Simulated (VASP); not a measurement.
A run of VASP 6.6.1:

Contents of INCAR:

```
SYSTEM = Be2Ga2C3
ALGO = Normal ; EDIFF = 1E-7
ENCUT = 520 ; GGA = PE
ISIF = 2 ; ISMEAR = 0
LASPH = .TRUE. ; LCHARG = .TRUE.
LELF = .TRUE. ; LREAL = .FALSE.
LVHAR = .TRUE. ; LWAVE = .FALSE.
NBANDS = 30 ; NELM = 100
PREC = Accurate ; SIGMA = 0.1
```

KPOINTS

```
k-points
0
G
  9 9 2
  0 0 0
```

POSCAR

```
Be2Ga2C3
1.0
    2.8598988128      0.0000000000      0.0000000000
   -1.4299494064      2.4767450241      0.0000000000
    0.0000000000      0.0000000000     12.0586681103
Be Ga C
2 2 3
Direct
    0.3333333333      0.6666666667      0.5000000000
    0.6666666667      0.3333333333      0.5000000000
    0.0000000000      0.0000000000      0.2660658137
    0.0000000000      0.0000000000      0.7339341863
    0.0000000000      0.0000000000      0.5000000000
    0.3333333333      0.6666666667      0.0000000000
    0.6666666667      0.3333333333      0.0000000000
```

Potentials or basis: VASP PAW PBE potentials, release 64 (Be, Ga_d, C).

Command:

```sh
$ cat potpaw_PBE.64/Be/POTCAR potpaw_PBE.64/Ga_d/POTCAR potpaw_PBE.64/C/POTCAR > POTCAR
$ mpirun -np 1 vasp_std > vasp.out
```

Hardware: 1 thread of Intel(R) Xeon(R) Platinum 8488C (Sapphire Rapids), on a shared host.

Estimate the wall time of this run.

It took 54 s on 1 thread of Intel(R) Xeon(R) Platinum 8488C (Sapphire Rapids), on a shared host, peak memory 0.24 GiB. Counts: scf iterations 16, k points 24.
